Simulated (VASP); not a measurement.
# Ta in VASP: relaxation of cell and atoms with PBE

Aim: the relaxation of cell and atoms of Ta with PBE.

Everything below comes from runs of VASP 6.6.1. Logs are shortened: lines on timing, memory, paths and dates and some standing lists are left out, and cuts for length are marked.

### Step 1. The cell of the first run

The cell holds a disordered packing, 12 atoms: a = 5.511 Å, b = 7.424 Å, c = 5.666 Å, α = 79.23°, β = 89.22°, γ = 79.68°.

### Step 2. Relaxation of cell and atoms, PBE

File INCAR:

```
  ALGO = Fast
  EDIFF = 1E-6
  EDIFFG = -0.04
  ENCUT = 600
  GGA = PE
  IBRION = 2
  ISIF = 3
  ISMEAR = 0
  ISYM = 0
  LASPH = True
  LCHARG = False
  LREAL = False
  LWAVE = False
  NELM = 60
  NSW = 45
  PREC = Accurate
  SIGMA = 0.1
```

File KPOINTS:

```
k-points
0
Gamma
  4 3 4
```

File POSCAR:

```
Ta
1.0
    5.4806427104      0.5808465086     -0.0037996653
    0.5549627534      7.3819908036      0.5558972077
    0.0134147528      0.6401047302      5.6292663016
Ta
12
Direct
    0.9527620980      0.5690088911      0.6530037344
    0.2399444868      0.9009108361      0.3050152714
    0.0716220922      0.5679407501      0.1545484791
    0.4528489506      0.5685680980      0.6532591869
    0.7844368764      0.2360367930      0.5025371838
    0.2844843719      0.2358274420      0.5030037210
    0.4009024561      0.2332376264      0.0003398537
    0.7398981506      0.9011198311      0.3045475558
    0.1234245238      0.9035526205      0.8077055196
    0.6234851796      0.9037092446      0.8072100501
    0.9009618015      0.2333954274      0.9998485881
    0.5715341838      0.5683844219      0.1542936131
```

Potentials or basis: VASP PAW PBE potentials, release 64 (Ta_pv).

Run with:

```
$ cat potpaw_PBE.64/Ta_pv/POTCAR > POTCAR
$ mpirun -np 1 vasp_std > vasp.out
```

OUTCAR:

```text
EDIFF = 1E-6
   EDIFFG = -0.04
   ENCUT = 600
   GGA = PE
   IBRION = 2
   ISIF = 3
   ISMEAR = 0
   ISYM = 0
   LASPH = True
   LREAL = False
   NELM = 60
   NSW = 45
   PREC = Accurate

 ion  position               nearest neighbor table
   1  0.953  0.569  0.653-   4 2.76   4 2.76   3 2.89   3 2.92   8 2.93  11 2.93   6 3.05   5 3.05
                            10 3.06   9 3.08   2 3.46   7 3.50  12 3.51  12 3.55
   2  0.240  0.901  0.305-   8 2.76   8 2.76   9 2.89   9 2.91   4 2.93   6 2.96   7 3.00  12 3.05
                             3 3.05  11 3.07   1 3.46  10 3.50   5 3.53  10 3.57
   3  0.072  0.568  0.155-  12 2.76  12 2.76   1 2.89   1 2.92   9 2.93   6 2.93   8 3.05   2 3.05
                             7 3.06  11 3.08   5 3.46  10 3.50   4 3.51   4 3.55
   4  0.453  0.569  0.653-   1 2.76   1 2.76  12 2.89  12 2.92   7 2.93   2 2.93   5 3.05   6 3.05
                             9 3.07  10 3.08   8 3.46  11 3.50   3 3.51   3 3.55
   5  0.784  0.236  0.503-   6 2.76   6 2.76  11 2.89  11 2.91  12 2.93   8 2.96  10 3.00   4 3.05
                             1 3.05   9 3.07   3 3.46   7 3.50   2 3.53   7 3.57
   6  0.284  0.236  0.503-   5 2.76   5 2.76   7 2.89   7 2.91   3 2.93   2 2.96   9 3.00   1 3.05
                             4 3.05  10 3.06  12 3.46  11 3.50   8 3.53  11 3.58
   7  0.401  0.233  0.000-  11 2.76  11 2.76   6 2.89   6 2.91   4 2.93  10 2.93   2 3.00   3 3.06
                             8 3.06  12 3.08   9 3.45   5 3.50   1 3.50   5 3.57
   8  0.740  0.901  0.305-   2 2.76   2 2.76  10 2.89  10 2.91   1 2.93   5 2.96  11 3.00   3 3.05
                            12 3.05   7 3.06   4 3.46   9 3.50   6 3.53   9 3.58
   9  0.123  0.904  0.808-  10 2.76  10 2.76   2 2.89   2 2.91   3 2.93  11 2.93   6 3.00   4 3.07
                             5 3.07   1 3.08   7 3.45   8 3.50  12 3.50   8 3.58
  10  0.623  0.904  0.807-   9 2.76   9 2.76   8 2.89   8 2.91  12 2.92   7 2.93   5 3.00   1 3.06
                             6 3.06   4 3.08  11 3.45   2 3.50   3 3.50   2 3.57
  11  0.901  0.233  1.000-   7 2.76   7 2.76   5 2.89   5 2.91   1 2.93   9 2.93   8 3.00  12 3.07
                             2 3.07   3 3.08  10 3.45   6 3.50   4 3.50   6 3.58
  12  0.572  0.568  0.154-   3 2.76   3 2.76   4 2.89   4 2.92  10 2.92   5 2.93   2 3.05   8 3.05
                            11 3.07   7 3.08   6 3.46   9 3.50   1 3.51   1 3.55

IMPORTANT INFORMATION: All symmetrisations will be switched off!
NOSYMM: (Re-)initialisation of all symmetry stuff for point group C_1.

----------------------------------------------------------------------------------------

                                     Primitive cell

  volume of cell :     223.9877

  direct lattice vectors                    reciprocal lattice vectors
     5.480642710  0.580846509 -0.003799665     0.183935776 -0.013914047  0.001143843
     0.554962753  7.381990804  0.555897208    -0.014608709  0.137739895 -0.015627611
     0.013414753  0.640104730  5.629266302     0.001566782 -0.013611382  0.179187062

  length of vectors
     5.511337553  7.423664431  5.665558500     0.184464845  0.139391231  0.179710122

  position of ions in fractional coordinates (direct lattice)
     0.952762098  0.569008891  0.653003734
     0.239944487  0.900910836  0.305015271
     0.071622092  0.567940750  0.154548479
[... 136 lines left out ...]

--------------------------------------- Ionic step        1  -------------------------------------------

 number of electron     132.0000000 magnetization

 Free energy of the ion-electron system (eV)
  ---------------------------------------------------
  ext. energy  EPLUGINS =         0.00000000
  ---------------------------------------------------
  free energy    TOTEN  =      -140.06202532 eV

  energy without entropy =     -139.97854419  energy(sigma->0) =     -140.02028476

------------------------ aborting loop because EDIFF is reached ----------------------------------------

  FORCE on cell =-STRESS in cart. coord.  units (eV):
  Direction    XX          YY          ZZ          XY          YZ          ZX
  --------------------------------------------------------------------------------------
  -------------------------------------------------------------------------------------
  Total        4.9925997     -3.5067721     -4.2642470      1.1239862     -0.7659820     -0.2110923
  in kB       35.7119095    -25.0838309    -30.5020255      8.0398384     -5.4790456     -1.5099364
  external PRESSURE =      -6.6246490 kB  Pullay stress =       0.0000000 kB
[... 119 lines left out ...]
  FREE ENERGIE OF THE ION-ELECTRON SYSTEM (eV)
  ---------------------------------------------------
  free  energy   TOTEN  =      -140.2402784734 eV

  energy  without entropy=     -140.1716323959  energy(sigma->0) =     -140.20595543

[... ionic steps 4 to 8 ...]

--------------------------------------- Ionic step        9  -------------------------------------------

 number of electron     132.0000003 magnetization

------------------------ aborting loop because EDIFF is reached ----------------------------------------
[... 87 lines left out ...]
--------------------------------------- Ionic step       11  -------------------------------------------

 number of electron     132.0000003 magnetization

 Free energy of the ion-electron system (eV)
  ---------------------------------------------------
  ext. energy  EPLUGINS =         0.00000000
  ---------------------------------------------------
  free energy    TOTEN  =      -140.31510301 eV

  energy without entropy =     -140.24793937  energy(sigma->0) =     -140.28152119

 E-fermi :   5.4415     XC(G=0): -12.4395

 val. band max:        5.4394923755   @ k =  -0.2500   0.3333   0.2500
 cond. band min:       5.4469586378   @ k =  -0.2500  -0.0000   0.2500
 fundamental gap:      0.0074662623
 Fermi energy:         5.4415139026

 k-point     1 :       0.0000    0.0000    0.0000
  band No.  band energies     occupation
      1     -29.0699      2.00000
      2     -29.0024      2.00000
      3     -28.9455      2.00000
      4     -28.9447      2.00000
      5     -28.9247      2.00000
      6     -28.8946      2.00000
[... 1933 lines left out ...]
     77       7.8297      0.00000
     78       7.8667      0.00000

 [... further k-points ...]

 [bands above 78 left out]

------------------------ aborting loop because EDIFF is reached ----------------------------------------

  FORCE on cell =-STRESS in cart. coord.  units (eV):
  Direction    XX          YY          ZZ          XY          YZ          ZX
  --------------------------------------------------------------------------------------
  -------------------------------------------------------------------------------------
  Total        0.3052990      0.0935118     -0.2757865      0.0629554      0.0582971      0.0377489
  in kB        2.1891570      0.6705294     -1.9775365      0.4514242      0.4180214      0.2706801
  external PRESSURE =       0.2940500 kB  Pullay stress =       0.0000000 kB
[... 27 lines left out ...]
  FREE ENERGIE OF THE ION-ELECTRON SYSTEM (eV)
  ---------------------------------------------------
  free  energy   TOTEN  =      -140.3151030111 eV

  energy  without entropy=     -140.2479393675  energy(sigma->0) =     -140.28152119

 reached required accuracy - stopping structural energy minimisation
```

OSZICAR:

```text
N       E                     dE             d eps       ncg     rms          rms(c)
DAV:   1     0.152462774864E+04    0.15246E+04   -0.78792E+04  4108   0.194E+03
DAV:   2    -0.546930122600E+02   -0.15793E+04   -0.15435E+04  4258   0.565E+02
DAV:   3    -0.141854813156E+03   -0.87162E+02   -0.82314E+02  5188   0.108E+02
[... 128 lines left out ...]
RMM:   4    -0.140315074265E+03   -0.14852E-03   -0.14788E-03  5305   0.153E-01    0.456E-02
RMM:   5    -0.140315093850E+03   -0.19585E-04   -0.23983E-04  5200   0.679E-02    0.320E-02
RMM:   6    -0.140315099851E+03   -0.60015E-05   -0.66182E-05  4934   0.323E-02    0.149E-02
RMM:   7    -0.140315102318E+03   -0.24671E-05   -0.17812E-05  4793   0.143E-02    0.486E-03
RMM:   8    -0.140315103011E+03   -0.69257E-06   -0.50486E-06  2928   0.689E-03
  11 F= -.14031510E+03 E0= -.14028152E+03  d E =-.331273E-02
```

CONTCAR:

```text
Ta
   1.00000000000000
     5.7238044144923323    0.6491578757240726   -0.0359005765748245
     0.6909418393627994    7.1407311216612834    0.4677763984501513
    -0.0015701283206632    0.5589337638333113    5.5648235744852270
  Ta
    12
Direct
     0.9501350294352551    0.5682773669631282    0.6541868278137374
     0.2339673301522228    0.9005681114568195    0.3030536035426873
     0.0742484610129064    0.5686703022446568    0.1533670195784737
     0.4501311101270868    0.5682921445014508    0.6542253271766328
     0.7904161623356050    0.2363816442954195    0.5044980499251572
     0.2904112635895573    0.2363940971713596    0.5045342165437005
     0.3973419183586555    0.2363050037699531    0.0029945336030429
     0.7339721351371575    0.9005556161876154    0.3030179159201367
     0.1270379061638061    0.9006443300006846    0.8045865290742774
     0.6270434338726084    0.9006433915841041    0.8045563546945006
     0.8973471306074732    0.2363043178112036    0.0029640579285760
     0.5742532905076659    0.5686556562135987    0.1533283211990796

  0.00000000E+00  0.00000000E+00  0.00000000E+00
  0.00000000E+00  0.00000000E+00  0.00000000E+00
  0.00000000E+00  0.00000000E+00  0.00000000E+00
  0.00000000E+00  0.00000000E+00  0.00000000E+00
  0.00000000E+00  0.00000000E+00  0.00000000E+00
  0.00000000E+00  0.00000000E+00  0.00000000E+00
  0.00000000E+00  0.00000000E+00  0.00000000E+00
  0.00000000E+00  0.00000000E+00  0.00000000E+00
  0.00000000E+00  0.00000000E+00  0.00000000E+00
  0.00000000E+00  0.00000000E+00  0.00000000E+00
  0.00000000E+00  0.00000000E+00  0.00000000E+00
  0.00000000E+00  0.00000000E+00  0.00000000E+00
```

Run time: 2 h. Hardware: 1 thread of Oxide Virtual Turin-like, shared host; peak memory 0.59 GiB.

Results:

```yaml
Free_energy: -140.3151 eV
Relaxed_volume: 18.62 Å³/atom
Relaxed_cell: a = 5.761 Å, b = 7.189 Å, c = 5.593 Å, α = 80.56°, β = 89.73°, γ = 78.05°
Space_group_after_relaxing_to_0.1_Å: C2/c (No. 15)
Energy_gained_by_relaxing: 21.1 meV/atom
Ionic_steps: 11
Pressure_after_relaxing: 0.0 GPa
Largest_force_after_relaxing: 0.037 eV/Å
Band_gap_on_the_k_mesh: zero (bands 66 and 67 overlap by 0.82 eV)
```

Forces in eV/Å, atoms in the order of the input:
```
Ta  -0.034 -0.014  0.003
Ta  -0.005  0.028  0.007
Ta   0.034  0.014 -0.003
Ta  -0.034 -0.015  0.000
Ta   0.005 -0.028 -0.007
Ta   0.005 -0.028 -0.007
Ta   0.028 -0.011  0.000
Ta  -0.005  0.028  0.007
Ta  -0.028  0.010  0.000
Ta  -0.028  0.010  0.000
Ta   0.028 -0.010  0.000
Ta   0.034  0.015  0.000
```

Step by step:
```csv
step,energy change (eV),largest force (eV/Å),pressure (GPa),volume (Å³)
1,0.0000,0.2317,-0.66,223.99
2,-0.1680,0.1390,1.37,221.39
3,-0.1783,0.1781,2.17,220.53
4,-0.1722,0.2415,-3.34,227.46
5,-0.2142,0.2051,-0.58,223.82
6,-0.2416,0.1230,-0.11,223.45
7,-0.2460,0.0781,0.21,223.22
8,-0.2497,0.0585,-0.43,223.98
9,-0.2498,0.0559,-0.52,224.10
10,-0.2521,0.0463,-0.24,223.76
11,-0.2531,0.0371,0.03,223.44
```

Final structure:
```xyz
12
Lattice="5.7238 0.6492 -0.0359 0.6909 7.1407 0.4678 -0.0016 0.5589 5.5648" Properties=species:S:1:pos:R:3 pbc="T T T"
Ta    5.8300    5.0404    3.8722
Ta    1.9609    6.7520    2.0993
Ta    0.8177    4.1946    1.1168
Ta    2.9681    4.7159    3.8903
Ta    4.6867    2.4830    2.8896
Ta    1.8248    2.1586    2.9078
Ta    2.4376    1.9470    0.1129
Ta    4.8229    7.0765    2.0811
Ta    1.3482    6.9634    4.8941
Ta    4.2101    7.2880    4.8760
Ta    5.2995    2.2716    0.0948
Ta    3.6796    4.5191    1.0986
```

Levels at points of the mesh, in eV from the Fermi level:
```csv
k point,band 62,band 63,band 64,band 65,band 66,band 67,band 68,band 69,band 70,band 71
"(0.00, 0.00, 0.00)",-0.51,-0.19,-0.11,-0.07,0.09,0.16,0.43,0.70,0.89,1.20
"(0.50, 0.00, 0.00)",-0.75,-0.24,-0.24,-0.04,-0.04,0.17,0.17,0.48,0.48,0.88
"(0.00, 0.00, 0.50)",-0.85,-0.51,-0.48,-0.21,-0.04,-0.02,0.22,0.28,0.46,0.81
"(0.50, 0.00, 0.50)",-0.88,-0.82,-0.82,-0.58,-0.58,-0.42,-0.42,0.86,0.86,1.35
```

Caveat: spin-orbit coupling is left out, which moves the levels of the heavy elements.
